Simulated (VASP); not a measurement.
# Sb (R-3m) in VASP: further runs

Sb is run at these levels: LDA, PBE; tasks: single point, relaxation of cell and atoms.

Program: VASP 6.6.1. These are calculated values, not measurements. Logs are shortened: lines on timing, memory, paths and dates and some standing lists are left out, and cuts for length are marked.

## 1. The cell of the first run

The structure is trigonal, space group R-3m (No. 166). Conventional cell: a = 4.294 Å, b = 4.294 Å, c = 10.970 Å, α = 90.00°, β = 90.00°, γ = 120.00°. Sb (site symmetry 3m) has 6 Sb at 2.91 to 3.27 Å within 3.8 Å.

## 2. Single point, LDA

File INCAR:

```
ALGO = Normal
EDIFF = 1E-6
ENCUT = 520
ISIF = 2
ISMEAR = 0
LASPH = True
LCHARG = False
LREAL = False
LWAVE = False
NBANDS = 12
NELM = 100
PREC = Accurate
SIGMA = 0.1
```

File KPOINTS:

```
k-points
0
Gamma
  12 12 12
```

File POSCAR:

```
Sb
1.0
    2.1470269842      1.2395866073      3.6566132744
   -2.1470269842      1.2395866073      3.6566132744
    0.0000000000     -2.4791732145      3.6566132744
Sb
2
Direct
    0.2358154361      0.2358154361      0.2358154361
    0.7641845639      0.7641845639      0.7641845639
```

Potentials or basis: VASP PAW LDA potentials, release 64 (Sb).

Started as:

```bash
> cat potpaw_LDA.64/Sb/POTCAR > POTCAR
> mpirun -np 1 vasp_std > vasp.out
```

OUTCAR:

```text
EDIFF = 1E-6
   ENCUT = 520
   ISIF = 2
   ISMEAR = 0
   LASPH = True
   LREAL = False
   NELM = 100
   PREC = Accurate

 ion  position               nearest neighbor table
   1  0.236  0.236  0.236-   2 2.91   2 2.91   2 2.91   2 3.27   2 3.27   2 3.27
   2  0.764  0.764  0.764-   1 2.91   1 2.91   1 2.91   1 3.27   1 3.27   1 3.27

  LATTYP: Found a trigonal (rhomboedric) cell.
 ALAT       =     4.4178185190
 COS(alpha) =     0.5276224401

  Lattice vectors:

 A1 = (   2.1470269842,   1.2395866073,   3.6566132744)
 A2 = (  -2.1470269842,   1.2395866073,   3.6566132744)
 A3 = (   0.0000000000,  -2.4791732145,   3.6566132744)

Analysis of symmetry for initial positions (statically):
=====================================================================
 Subroutine PRICEL returns:
 Original cell was already a primitive cell.

 Routine SETGRP: Setting up the symmetry group for a
 trigonal (rhombohedral) supercell.

 Subroutine GETGRP returns: Found 12 space group operations
 (whereof 12 operations were pure point group operations)
 out of a pool of 12 trial point group operations.

The static configuration has the point symmetry D_3d.

Analysis of symmetry for dynamics (positions and initial velocities):
=====================================================================
 Subroutine PRICEL returns:
 Original cell was already a primitive cell.

 Routine SETGRP: Setting up the symmetry group for a
 trigonal (rhombohedral) supercell.

 Subroutine GETGRP returns: Found 12 space group operations
 (whereof 12 operations were pure point group operations)
 out of a pool of 12 trial point group operations.

The dynamic configuration has the point symmetry D_3d.

 Subroutine INISYM returns: Found 12 space group operations
 (whereof 12 operations are pure point group operations),
 and found     1 'primitive' translations

----------------------------------------------------------------------------------------

                                     Primitive cell

  volume of cell :      58.3908

  direct lattice vectors                    reciprocal lattice vectors
     2.147026984  1.239586607  3.656613274     0.232880166  0.134453426  0.091159034
    -2.147026984  1.239586607  3.656613274    -0.232880166  0.134453426  0.091159034
     0.000000000 -2.479173214  3.656613274     0.000000000 -0.268906853  0.091159034

  length of vectors
     4.417818519  4.417818519  4.417818519     0.283938136  0.283938136  0.283938136

  position of ions in fractional coordinates (direct lattice)
     0.235815436  0.235815436  0.235815436
     0.764184564  0.764184564  0.764184564

  ion indices of the primitive-cell ions
   primitive index   ion index
                 1           1
                 2           2

----------------------------------------------------------------------------------------

 KPOINTS: k-points

Automatic generation of k-mesh.
 Grid dimensions read from file:
 generate k-points for:   12   12   12

 Generating k-lattice:

  Cartesian coordinates                     Fractional coordinates (reciprocal lattice)
     0.019406680  0.011204452  0.007596586     0.083333333  0.000000000  0.000000000
    -0.019406680  0.011204452  0.007596586     0.000000000  0.083333333  0.000000000
     0.000000000 -0.022408904  0.007596586     0.000000000  0.000000000  0.083333333

  Length of vectors
     0.023661511  0.023661511  0.023661511

  Shift w.r.t. Gamma in fractional coordinates (k-lattice)
     0.000000000  0.000000000  0.000000000

 Subroutine IBZKPT returns following result:
 ===========================================

 Found    189 irreducible k-points:

 Following reciprocal coordinates:
            Coordinates               Weight
  0.000000  0.000000  0.000000      1.000000
  0.083333  0.000000  0.000000      6.000000
  0.166667  0.000000  0.000000      6.000000
  0.250000  0.000000  0.000000      6.000000
  0.333333  0.000000  0.000000      6.000000
  0.416667  0.000000  0.000000      6.000000
[... 16 lines left out ...]
  0.500000  0.166667  0.000000     12.000000
 -0.416667  0.166667 -0.000000     12.000000
 [... further k-points ...]
   k-points           NKPTS =    189   k-points in BZ     NKDIM =    189   number of bands    NBANDS=     12
   number of dos      NEDOS =    301   number of ions     NIONS =      2
   total plane-waves  NPLWV =  46656
   dimension x,y,z NGX =    36 NGY =   36 NGZ =   36
   dimension x,y,z NGXF=    72 NGYF=   72 NGZF=   72
   ions per type =               2
   NGX,Y,Z   is equivalent  to a cutoff of  13.55, 13.55, 13.55 a.u.
   NGXF,Y,Z  is equivalent  to a cutoff of  27.09, 27.09, 27.09 a.u.
 SYSTEM =  unknown system
   PREC   = accura    normal or accurate (medium, high low for compatibility)
   ISTART =      0    job   : 0-new  1-cont  2-samecut
   ICHARG =      2    charge: 1-file 2-atom 10-const
   ISPIN  =      1    spin polarized calculation?
   LNONCOLLINEAR =      F non collinear calculations
   LSORBIT =      F    spin-orbit coupling
   LASPH  =      T    aspherical Exc in radial PAW
   ENCUT  =  520.0 eV  38.22 Ry    6.18 a.u.   8.21  8.21  8.21*2*pi/ulx,y,z
   NELM   =    100;   NELMIN=  2; NELMDL= -5     # of ELM steps
   EDIFF  = 0.1E-05   stopping-criterion for ELM
   LREAL  =      F    real-space projection
[... 7 lines left out ...]
   TEBEG  =    0.0;   TEEND  =   0.0 temperature during run
   PSTRESS=    0.0 pullay stress
   NELECT =      10.0000    total number of electrons
   NUPDOWN=      -1.0000    fix difference up-down
   EMIN   =  10.00;   EMAX   =-10.00  energy-range for DOS
   EFERMI =   0.00;   METHOD = LEGACY
   ISMEAR =     0;   SIGMA  =   0.10  broadening in eV -4-tet -1-fermi 0-gaus
   EFERMI_NEDOS =   21; number of points for ismear=-14 and -15
   IALGO  =     38    algorithm
   IMIX   =      4    mixing-type and parameters
     AMIX     =   0.40;   BMIX     =  1.00
     AMIX_MAG =   1.60;   BMIX_MAG =  1.00
  volume/ion in A,a.u.               =      29.20       197.02
  Fermi-wavevector in a.u.,A,eV,Ry     =   0.909131  1.718009 11.245484  0.826520
  Thomas-Fermi vector in A             =   2.033140
   LORBIT       =      0    0 simple, 1 ext, 2 COOP (PROOUT), +10 PAW based schemes
   GGA     = CA    functional components
   LHFCALC =     F    Hartree Fock is set to
   AEXX    =    0.0000 exact exchange contribution
   IVDW    =     0    specifies the selected vdW correction
   LEPSILON=     F    determine dielectric tensor
   LRPA    =     F    only Hartree local field effects (RPA)
 non-spin polarized calculation
 Gauss-broadening in eV      SIGMA  =   0.10
  energy-cutoff  :      520.00
  volume of cell :       58.39
 maximum number of plane-waves:      1588
 NGX is ok and might be reduce to    36
   NGX = 17   NGY = 17   NGZ = 17

 number of electron      10.0000000 magnetization

 Free energy of the ion-electron system (eV)
  ---------------------------------------------------
  ext. energy  EPLUGINS =         0.00000000
  ---------------------------------------------------
  free energy    TOTEN  =        -9.62870093 eV

  energy without entropy =       -9.62806307  energy(sigma->0) =       -9.62838200

 E-fermi :   7.4847     XC(G=0):  -9.8680

 val. band max:        7.4794160329   @ k =  -0.4167   0.5000   0.4167
 cond. band min:       7.6209675022   @ k =   0.3333   0.1667   0.1667
 fundamental gap:      0.1415514693
 Fermi energy:         7.4847393264

 k-point     1 :       0.0000    0.0000    0.0000
  band No.  band energies     occupation
      1      -5.3885      2.00000
      2       2.8598      2.00000
      3       5.5351      2.00000
      4       5.6730      2.00000
      5       5.6730      2.00000
      6       9.8503      0.00000
      7      10.3618      0.00000
      8      10.3618      0.00000
      9      12.4733      0.00000
     10      12.4733      0.00000
     11      12.6583      0.00000
     12      14.0549      0.00000

 k-point     2 :       0.0833    0.0000    0.0000
  band No.  band energies     occupation
      1      -5.3100      2.00000
      2       2.4598      2.00000
      3       5.5575      2.00000
      4       5.6639      2.00000
      5       5.8737      2.00000
      6       9.7632      0.00000
      7      10.1374      0.00000
      8      10.1395      0.00000
      9      12.1786      0.00000
     10      12.5005      0.00000
     11      12.5253      0.00000
     12      14.6211      0.00000

 k-point     3 :       0.1667    0.0000    0.0000
  band No.  band energies     occupation
      1      -5.0753      2.00000
      2       1.5581      2.00000
      3       5.5781      2.00000
      4       5.6469      2.00000
      5       6.2569      2.00000
      6       9.4017      0.00000
      7       9.5792      0.00000
      8       9.6069      0.00000
      9      12.0346      0.00000
     10      12.6134      0.00000
     11      12.8102      0.00000
     12      15.7868      0.00000

 k-point     4 :       0.2500    0.0000    0.0000
  band No.  band energies     occupation
      1      -4.6873      2.00000
      2       0.4887      2.00000
      3       5.6295      2.00000
      4       5.6432      2.00000
      5       6.5650      2.00000
      6       8.8113      0.00000
      7       8.9323      0.00000
      8       8.9654      0.00000
      9      12.4544      0.00000
     10      13.1275      0.00000
     11      13.4633      0.00000
     12      17.2266      0.00000

 k-point     5 :       0.3333    0.0000    0.0000
  band No.  band energies     occupation
      1      -4.1522      2.00000
      2      -0.5958      2.00000
      3       5.6664      2.00000
      4       5.7279      2.00000
      5       6.7929      2.00000
      6       8.1858      0.00000
      7       8.3641      0.00000
      8       8.3822      0.00000
      9      13.2887      0.00000
     10      14.0108      0.00000
     11      14.3821      0.00000
     12      18.3466      0.00000
[... 228 lines left out ...]
      1      -4.2927      2.00000
      2       0.1171      2.00000
      3       4.4300      2.00000
      4       4.8170      2.00000
      5       5.7816      2.00000
      6       9.3359      0.00000
      7      10.0399      0.00000
      8      10.4221      0.00000
      9      11.3536      0.00000
     10      14.7340      0.00000
     11      15.0430      0.00000
     12      16.5216      0.00000

 k-point    22 :       0.4167    0.1667    0.0000
  band No.  band energies     occupation
      1      -3.7346      2.00000
      2      -0.8237      2.00000
      3       4.2421      2.00000
      4       4.8341      2.00000
      5       5.5025      2.00000
      6       9.4972      0.00000
      7       9.6684      0.00000
      8      10.1540      0.00000
      9      11.9351      0.00000
     10      15.5732      0.00000
     11      16.1533      0.00000
     12      16.9756      0.00000

 k-point    23 :       0.5000    0.1667    0.0000
  band No.  band energies     occupation
      1      -3.0692      2.00000
      2      -1.7314      2.00000
      3       3.9730      2.00000
      4       5.0063      2.00000
      5       5.5568      2.00000
      6       9.0101      0.00000
      7       9.2889      0.00000
      8      10.3727      0.00000
      9      13.0018      0.00000
     10      15.6349      0.00000
     11      16.4507      0.00000
     12      16.6842      0.00000

 k-point    24 :      -0.4167    0.1667   -0.0000
  band No.  band energies     occupation
      1      -2.7799      2.00000
      2      -2.0822      2.00000
      3       3.7605      2.00000
      4       5.3484      2.00000
      5       5.8106      2.00000
      6       8.4816      0.00000
      7       8.9099      0.00000
      8      10.7090      0.00000
      9      14.1368      0.00000
     10      14.5483      0.00000
     11      15.1629      0.00000
     12      17.8026      0.00000

 [... further k-points ...]

------------------------ aborting loop because EDIFF is reached ----------------------------------------

  FORCE on cell =-STRESS in cart. coord.  units (eV):
  Direction    XX          YY          ZZ          XY          YZ          ZX
  --------------------------------------------------------------------------------------
  -------------------------------------------------------------------------------------
  Total        0.1182263      0.1182263      0.0773285      0.0000000      0.0000000      0.0000000
  in kB        3.2439943      3.2439943      2.1218039      0.0000000      0.0000000      0.0000000
  external PRESSURE =       2.8699308 kB  Pullay stress =       0.0000000 kB

 VOLUME and BASIS-vectors are now :
 -----------------------------------------------------------------------------
  energy-cutoff  :      520.00
  volume of cell :       58.39
      direct lattice vectors                 reciprocal lattice vectors
     2.147026984  1.239586607  3.656613274     0.232880166  0.134453426  0.091159034
    -2.147026984  1.239586607  3.656613274    -0.232880166  0.134453426  0.091159034
     0.000000000 -2.479173214  3.656613274     0.000000000 -0.268906853  0.091159034

 POSITION                                       TOTAL-FORCE (eV/Angst)
 -----------------------------------------------------------------------------------
      0.00000      0.00000      2.58686         0.000000      0.000000      0.068299
      0.00000      0.00000      8.38298         0.000000     -0.000000     -0.068299
 -----------------------------------------------------------------------------------
    total drift:                                0.000000      0.000000     -0.000000

  FREE ENERGIE OF THE ION-ELECTRON SYSTEM (eV)
  ---------------------------------------------------
  free  energy   TOTEN  =        -9.6287009296 eV

  energy  without entropy=       -9.6280630671  energy(sigma->0) =       -9.62838200
```

It took 32 s on 1 thread of Intel Xeon 6975P-C (Granite Rapids), shared host; peak memory 0.24 GiB.

Results:

* Free energy: -9.6287 eV
* Pressure: 0.3 GPa
* Largest force: 0.068 eV/Å
* Band gap on the k mesh: zero (band 5 reaches 7.62 eV, above the bottom of band 6 at 7.35 eV)

Forces in eV/Å, atoms in the order of the input:
```
Sb   0.000  0.000  0.068
Sb   0.000  0.000 -0.068
```

Stress tensor (GPa, compression positive):
```
0.32 0.00 0.00
0.00 0.32 0.00
0.00 0.00 0.21
```

Caveat: spin-orbit coupling is left out, which moves the levels of the heavy elements.

## 3. Single point, PBE

File INCAR:

```
SYSTEM = Sb
  PREC = Accurate
  ENCUT = 520
  EDIFF = 1E-6
  ISMEAR = 0
  SIGMA = 0.1
  LREAL = .False.
  LASPH = .True.
  NELM = 60
  ALGO = Normal
  ISIF = 2
  LWAVE = .False.
  LCHARG = .False.
  GGA = PE
  NBANDS = 12
```

File KPOINTS:

```
Automatic mesh
0
Gamma
  12 12 12
  0 0 0
```

POSCAR is that of step 2.

Potentials or basis: VASP PAW PBE potentials, release 64 (Sb).

Started as:

```bash
> cat potpaw_PBE.64/Sb/POTCAR > POTCAR
> mpirun -np 1 vasp_std > vasp.out
```

It took 34 s on 1 thread of Intel Xeon 6975P-C (Granite Rapids), shared host; peak memory 0.27 GiB.

Results (log left out):

```yaml
Free_energy: -8.2198 eV
Pressure: 4.2 GPa
Largest_force: 0.173 eV/Å
Band_gap_on_the_k_mesh: zero (band 5 reaches 7.80 eV, above the bottom of band 6 at 7.53 eV)
```

Forces in eV/Å, atoms in the order of the input:
```
Sb   0.000  0.000  0.173
Sb   0.000  0.000 -0.173
```

Stress tensor (GPa, compression positive):
```
4.24 0.00 0.00
0.00 4.24 0.00
0.00 0.00 4.05
```

Levels at points of the mesh, in eV from the Fermi level:
| k point | band 3 | band 4 | band 5 | band 6 | band 7 | band 8 |
| --- | --- | --- | --- | --- | --- | --- |
| (0.00, 0.00, 0.00) | -1.98 | -1.84 | -1.84 | 2.36 | 2.89 | 2.89 |
| (0.50, 0.00, 0.00) | -1.80 | -1.60 | -0.28 | -0.12 | 0.29 | 0.32 |
| (0.50, 0.50, 0.00) | -5.65 | -3.83 | -3.79 | 1.57 | 5.22 | 5.63 |
| (0.50, 0.50, 0.50) | -1.28 | -1.28 | -0.41 | -0.03 | -0.03 | 1.04 |

Caveat: spin-orbit coupling is left out, which moves the levels of the heavy elements.

## 4. Relaxation of cell and atoms, LDA

This run uses another cell than the first one, of 29.78 Å³/atom, 1.020 times its volume.

File INCAR:

```
SYSTEM = Sb
PREC     = Accurate       ! precision mode
ENCUT    = 600            ! plane-wave cutoff, eV
EDIFF    = 1E-6           ! SCF threshold, eV
ISMEAR   = 0              ! smearing method
SIGMA    = 0.1            ! smearing width, eV
LREAL    = .False.        ! projectors in reciprocal space
LASPH    = .True.         ! aspherical terms in the spheres
NELM     = 60             ! most SCF steps
ALGO     = Normal         ! electronic algorithm
ISIF     = 3              ! what is computed and relaxed
LWAVE    = .False.        ! write WAVECAR
LCHARG   = .False.        ! write CHGCAR
IBRION   = 2              ! ionic algorithm
NSW      = 70             ! ionic steps
EDIFFG   = -0.005         ! ionic threshold
```

File KPOINTS:

```
regular mesh
0
Gamma
  12 12 12
  0 0 0
```

File POSCAR:

```
Sb
1.0
    2.1616083304      1.2480051515      3.6796745313
   -2.1616083304      1.2480051515      3.6796745313
    0.0000000000     -2.4960103029      3.6796745313
Sb
2
Direct
    0.2361487230      0.2361487230      0.2361487230
    0.7638512770      0.7638512770      0.7638512770
```

Potentials or basis: VASP PAW LDA potentials, release 64 (Sb).

Started as:

```bash
> cat potpaw_LDA.64/Sb/POTCAR > POTCAR
> mpirun -np 1 vasp_std > vasp.out
```

Run time: 5.7 min. Hardware: 1 thread of Intel Xeon 6975P-C, shared host; peak memory 0.26 GiB.

It converged, with:

| Item | Value |
| --- | --- |
| Free energy | -9.6294 eV |
| Relaxed volume | 29.23 Å³/atom |
| Relaxed cell | a = 4.415 Å, b = 4.415 Å, c = 4.415 Å, α = 58.29°, β = 58.29°, γ = 58.29° |
| Space group after relaxing (to 0.05 Å) | R-3m (No. 166) |
| Energy gained by relaxing | 1.7 meV/atom |
| Ionic steps | 5 |
| Pressure after relaxing | 0.0 GPa |
| Band gap on the k mesh | zero (band 5 reaches 7.60 eV, above the bottom of band 6 at 7.34 eV) |

Step by step:
```
step  energy change (eV)  largest force (eV/Å)  pressure (GPa)  volume (Å³)
   1              0.0000                0.0535           -1.02        59.56
   2             -0.0015                0.0945            0.75        57.94
   3             -0.0031                0.0308           -0.02        58.61
   4             -0.0032                0.0223           -0.01        58.58
   5             -0.0034                0.0011            0.01        58.46
```

Final structure:
```
CELL_PARAMETERS angstrom
2.15010 1.24136 3.65026
-2.15010 1.24136 3.65026
0.00000 -2.48272 3.65026
ATOMIC_POSITIONS crystal
Sb 0.23650 0.23650 0.23650
Sb 0.76350 0.76350 0.76350
```

Levels at points of the mesh, in eV from the Fermi level:
| k point | band 1 | band 2 | band 3 | band 4 | band 5 | band 6 | band 7 | band 8 | band 9 |
| --- | --- | --- | --- | --- | --- | --- | --- | --- | --- |
| (0.00, 0.00, 0.00) | -12.84 | -4.62 | -1.93 | -1.79 | -1.79 | 2.44 | 2.91 | 2.91 | 4.97 |
| (0.50, 0.00, 0.00) | -10.37 | -9.77 | -1.69 | -1.51 | -0.26 | -0.12 | 0.28 | 0.30 | 7.95 |
| (0.50, 0.50, 0.00) | -10.37 | -7.87 | -5.62 | -3.78 | -3.74 | 1.65 | 5.18 | 5.56 | 7.28 |
| (0.50, 0.50, 0.50) | -11.02 | -9.21 | -1.20 | -1.20 | -0.41 | -0.03 | -0.03 | 0.99 | 7.41 |

Caveat: spin-orbit coupling is left out, which moves the levels of the heavy elements. LDA usually gives volumes a few per cent too small.

(Part 1 of 2 ends here.)
